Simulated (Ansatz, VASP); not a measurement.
## AlN in VASP and in Ansatz

Contents of INCAR:

```
SYSTEM = AlN
PREC = Accurate ; ENCUT = 520
EDIFF = 1E-6 ; ISMEAR = 0
SIGMA = 0.05 ; LREAL = .False.
LASPH = .True. ; NELM = 100
ALGO = Normal ; ISIF = 2
LWAVE = .False. ; LCHARG = .False.
GGA = PE ; IBRION = 2
NSW = 50 ; EDIFFG = -0.01
```

KPOINTS

```
Automatic mesh
0
Gamma
  9 9 6
  0 0 0
```

The input POSCAR:

```
AlN
1.0
    3.1298889828      0.0000000000      0.0000000000
   -1.5649444914      2.7105633702      0.0000000000
    0.0000000000      0.0000000000      4.6156000000
Al N
2 2
Direct
    0.3333333333      0.6666666667      0.0017290859
    0.6666666667      0.3333333333      0.5017290859
    0.3333333333      0.6666666667      0.3832709141
    0.6666666667      0.3333333333      0.8832709141
```

Input for Ansatz:

```yaml
crystal:
  lattice:
    - [3.1298889828, 0.0, 0.0]
    - [-1.5649444914, 2.7105633702, 0.0]
    - [0.0, 0.0, 4.6156]
  atoms:
    - { symbol: Al, position: [0.3333333333, 0.6666666667, 0.0017290859] }
    - { symbol: Al, position: [0.6666666667, 0.3333333333, 0.5017290859] }
    - { symbol: "N", position: [0.3333333333, 0.6666666667, 0.3832709141] }
    - { symbol: "N", position: [0.6666666667, 0.3333333333, 0.8832709141] }
basis:
  ecutwfc: 520.0
kpoints:
  mp_grid: { grid: [9, 9, 6] }
hamiltonian:
  xc: pbe
  pseudopotentials: { kind: paw, azcp: { folder: soft_1 } }
scf:
  occupations: { method: gaussian, width: 0.05 }
output:
  forces: true
  stress: true
  eigenvalues: true
relax:
  adjacent_minimum: "off"
  f_tol: 0.01
  max_steps: 30
```

Alike in both runs: task relaxation of the atoms; functional PBE; k mesh 9 × 9 × 6; occupations gaussian, width 0.05 eV; no spin polarisation.

|  | VASP | Ansatz |
| --- | --- | --- |
| version | VASP 6.6.1 | Ansatz 0.2.0 |
| potentials or method | VASP PAW PBE potentials, release 64 (Al, N), cutoff 520 eV | scalar-relativistic, plane waves, PAW |
| valence electrons in the cell | 16 | 16 |

```csv
,VASP,Ansatz,Ansatz less VASP
"gap on the k mesh at the Fermi level, each at its own relaxed structure (eV)",4.19,4.17,-0.014
```

Ansatz's warnings: stress scf threshold loose.
